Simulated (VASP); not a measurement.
A run of VASP 6.6.1 is set up as follows.

The input INCAR:

```
SYSTEM = Sc
PREC = Accurate
ENCUT = 500
EDIFF = 1E-6
ISMEAR = 0
SIGMA = 0.1
LREAL = .False.
LASPH = .True.
NELM = 120
ALGO = Normal
ISIF = 2
LWAVE = .False.
LCHARG = .False.
GGA = PS
NBANDS = 18
GGA_COMPAT = .False.
```

KPOINTS

```
regular mesh
0
Gamma
  6 6 4
  0 0 0
```

POSCAR

```
Sc
1.0
   -1.6543989487     -2.8655030350      0.0000000000
   -1.6543989486      2.8655030350      0.0000000000
    0.0000000000      0.0000000000     -5.2680000000
Sc
2
Direct
    0.3333333333      0.6666666667      0.2500000000
    0.6666666667      0.3333333335      0.7500000000
```

Potentials or basis: VASP PAW PBE potentials, release 64 (Sc_sv).

Launch:

```sh
$ cat potpaw_PBE.64/Sc_sv/POTCAR > POTCAR
$ mpirun -np 1 vasp_std > vasp.out
```

Problem. What does it give for the band gap on the k mesh?

Solution. Zero (bands 11 and 12 overlap by 1.34 eV).

Problem. What does it give for the pressure?

Solution. -2.9 GPa.

Stress tensor (GPa, compression positive):
```
-2.13  0.00  0.00
 0.00 -2.13  0.00
 0.00  0.00 -4.54
```

Caveat: the k points lie up to 0.37 Å⁻¹ apart, too coarse for converged energies and pressures of a metal; the PAW data sets were made with another functional, which shifts forces and pressure a little.
